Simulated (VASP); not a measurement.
NaF:

```
CELL_PARAMETERS angstrom
0.00000 2.32000 2.32000
2.32000 0.00000 2.32000
2.32000 2.32000 0.00000
ATOMIC_POSITIONS crystal
Na 0.00000 0.00000 0.00000
F 0.50000 0.50000 0.50000
```

* Program: VASP 6.6.1
* Task: relaxation of cell and atoms
* Functional: r2SCAN
* Potentials or basis: VASP PAW PBE potentials, release 64 (Na_sv, F)
* Cutoff: 970 eV
* k mesh: 8 × 8 × 8
* Occupations: gaussian, width 0.02 eV
* Spin: no spin polarisation

At the start: pressure -2.1 GPa; volume 12.49 Å³/atom.

How do energy, volume and symmetry change on relaxing?

Over 3 steps the energy falls by 3.3 meV/atom and the volume is 12.00 Å³/atom (-3.9 %); space group Fm-3m (No. 225, to 0.1 Å) before and after.

The path:
| step | energy change (eV) | largest force (eV/Å) | pressure (GPa) | volume (Å³) |
| --- | --- | --- | --- | --- |
| 1 | 0.0000 | 0.0000 | -2.07 | 24.97 |
| 2 | -0.0054 | 0.0000 | -0.91 | 24.40 |
| 3 | -0.0066 | 0.0000 | -0.04 | 24.01 |

Final structure:
```cif
data_structure
_symmetry_space_group_name_H-M 'P 1'
_symmetry_Int_Tables_number 1
_cell_length_a 3.2381
_cell_length_b 3.2381
_cell_length_c 3.2381
_cell_angle_alpha 60.000
_cell_angle_beta 60.000
_cell_angle_gamma 60.000
_cell_volume 24.01
loop_
_atom_site_label
_atom_site_type_symbol
_atom_site_fract_x
_atom_site_fract_y
_atom_site_fract_z
_atom_site_occupancy
Na1 Na 0.00000 0.00000 0.00000 1
F1 F 0.50000 0.50000 0.50000 1
```

Caveat: the PAW data sets were made with another functional, which shifts forces and pressure a little.
